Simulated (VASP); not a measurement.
Write the native input for VASP 6.6.1 that does the following.

| Quantity | Value |
| --- | --- |
| Task | single point |
| Functional | PBE |
| Potentials or basis | VASP PAW PBE potentials, release 64 (Ag) |
| Cutoff | 520 eV |
| k mesh | 12 × 12 × 12 |
| Occupations | fermi-dirac, width 0.1 eV |
| Spin | no spin polarisation |
| Dipole correction | no |
| Further INCAR settings | ALGO = Normal; EDIFF = 1e-06; NBANDS = 18 |

The structure of Ag lies in POSCAR:

```
Ag
1.0
    0.0000000000      2.4675638837      2.4675638837
    2.4675638837      0.0000000000      2.4675638837
    2.4675638837      2.4675638837      0.0000000000
Ag
2
Direct
   -0.1250000000     -0.1250000000     -0.1250000000
    0.1250000000      0.1250000000      0.1250000000
```

This cell differs from its parent crystal: volume scaled by 0.5.

These files were run (other wordings do the same):

INCAR

```
ALGO = Normal ; EDIFF = 1E-6
ENCUT = 520 ; GGA = PE
ISIF = 2 ; ISMEAR = -1
LASPH = T ; LCHARG = F
LREAL = F ; LWAVE = F
NBANDS = 18 ; NELM = 100
PREC = Accurate ; SIGMA = 0.1
```

KPOINTS

```
k-points
0
Gamma
  12 12 12
```

Potentials or basis: VASP PAW PBE potentials, release 64 (Ag).

Command:

```console
$ cat potpaw_PBE.64/Ag/POTCAR > POTCAR
$ mpirun -np 1 vasp_std > vasp.out
```

Results of the run:

```yaml
Pressure: 138.5 GPa
Band_gap_on_the_k_mesh: zero (band 11 reaches 12.15 eV, above the bottom of band 12 at 10.72 eV)
```

Wall time 16 s on 1 thread of Intel(R) Xeon(R) 6975P-C (Granite Rapids), on a shared host, peak memory 0.17 GiB.
